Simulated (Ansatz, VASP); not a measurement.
## One calculation of AlNi, two programs

```
Ni Al
1.0
     2.89357    0.00000    0.00000
     0.00000    4.09213    0.00000
     0.00000    0.00000   22.13820
Ni Al
4 4
Direct
  0.75000 0.00000 0.36559
  0.75000 0.50000 0.45535
  0.75000 0.00000 0.54465
  0.75000 0.50000 0.63441
  0.25000 0.50000 0.35796
  0.25000 0.00000 0.45303
  0.25000 0.50000 0.54697
  0.25000 0.00000 0.64204
```

Alike in both runs: functional PBE; k mesh 13 × 9 × 1; occupations fermi-dirac, width 0.1 eV; no spin polarisation.

Ansatz relaxed the structure, and its values are those at the end. VASP's run is a single point on that final structure, the one shown.

|  | VASP | Ansatz |
| --- | --- | --- |
| version | VASP 6.6.1 | Ansatz 0.2.0 |
| potentials or method | VASP PAW PBE potentials, release 64 (Ni, Al) | PAW with Ansatz's default frozen-core files, scalar-relativistic |
| plane-wave cutoff (eV) | 520 | 420 |
| valence electrons in the cell | 52 | 84 |

Ansatz gave:

- rms of the force components (eV/Å): 0.003

**Question.** Estimate VASP's values.

**Answer.** rms of the force components (eV/Å): 0.006.

VASP's potentials hold 52 valence electrons a cell and Ansatz's 84, so a difference there can come from the potentials and not from the codes. Ansatz's warnings: stress scf threshold loose.
